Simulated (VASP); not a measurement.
Tm2CdC2:

```xyz
5
Lattice="5.1520 0.0000 0.0000 -2.5760 4.4618 0.0000 0.0000 0.0000 4.5326" Properties=species:S:1:pos:R:3 pbc="T T T"
Tm    0.0000    2.9745    0.0000
Tm    2.5760    1.4873    0.0000
Cd    0.0000    0.0000    2.2663
C     0.0000    2.9745    2.2663
C     2.5760    1.4873    2.2663
```

The cell was built from a structure type or drawn by symmetry, and may not be a known phase.

* Program: VASP 6.6.1
* Task: relaxation of cell and atoms
* Functional: PBE
* Potentials or basis: VASP PAW PBE potentials, release 64 (Tm_3, Cd, C), 4f in core
* Cutoff: 600 eV
* k mesh: 12 × 12 × 8
* Occupations: gaussian, width 0.1 eV
* Spin: no spin polarisation

At the start: pressure 0.8 GPa; volume 20.84 Å³/atom.

Question: Where does the relaxation end?

Answer: Over 6 steps the energy falls by 2.4 meV/atom; space group P6/mmm (No. 191, to 0.1 Å) before and after.

Step by step:
| step | energy change (eV) | largest force (eV/Å) | pressure (GPa) | volume (Å³) |
| --- | --- | --- | --- | --- |
| 1 | 0.0000 | 0.0000 | 0.77 | 104.19 |
| 2 | -0.0060 | 0.0000 | -0.97 | 105.69 |
| 3 | -0.0107 | 0.0000 | -0.30 | 105.10 |
| 4 | -0.0117 | 0.0000 | -0.16 | 104.62 |
| 5 | -0.0119 | 0.0000 | -0.04 | 104.21 |
| 6 | -0.0119 | 0.0000 | -0.03 | 104.17 |

Final structure:
```
CELL_PARAMETERS angstrom
5.12245 0.00000 0.00000
-2.56122 4.43617 0.00000
0.00000 0.00000 4.58399
ATOMIC_POSITIONS crystal
Tm 0.33333 0.66667 0.00000
Tm 0.66667 0.33333 0.00000
Cd 0.00000 0.00000 0.50000
C 0.33333 0.66667 0.50000
C 0.66667 0.33333 0.50000
```
